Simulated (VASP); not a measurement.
Input of a VASP 6.6.1 run:

Contents of INCAR:

```
  ALGO = Normal
  EDIFF = 1E-6
  ENCUT = 520
  GGA = PE
  ISIF = 2
  ISMEAR = 0
  LASPH = True
  LCHARG = True
  LELF = True
  LREAL = False
  LVHAR = True
  LWAVE = False
  NBANDS = 11
  NELM = 100
  PREC = Accurate
  SIGMA = 0.05
```

Contents of KPOINTS:

```
k-points
0
Gamma
  12 12 12
```

Contents of POSCAR:

```
SiC
1.0
    0.0000000000      2.2392200000      2.1413900000
    2.2392200000      0.0000000000      2.1413900000
    2.2392200000      2.2392200000      0.0000000000
Si C
1 1
Direct
    0.0000000000      0.0000000000      0.0000000000
    0.7500000000      0.7500000000      0.7500000000
```

Potentials or basis: VASP PAW PBE potentials, release 64 (Si, C).

Run with:

```sh
$ cat potpaw_PBE.64/Si/POTCAR potpaw_PBE.64/C/POTCAR > POTCAR
$ mpirun -np 1 vasp_std > vasp.out
```

(1) What does it give for the band gap on the k mesh?

(2) Estimate the pressure.

Answers

(1) 0.95 eV, indirect (least direct gap 4.45 eV).

(2) -4.7 GPa.

Caveat: the cell differs from its parent crystal (strain +0.030 along x and y, -0.015 along z).
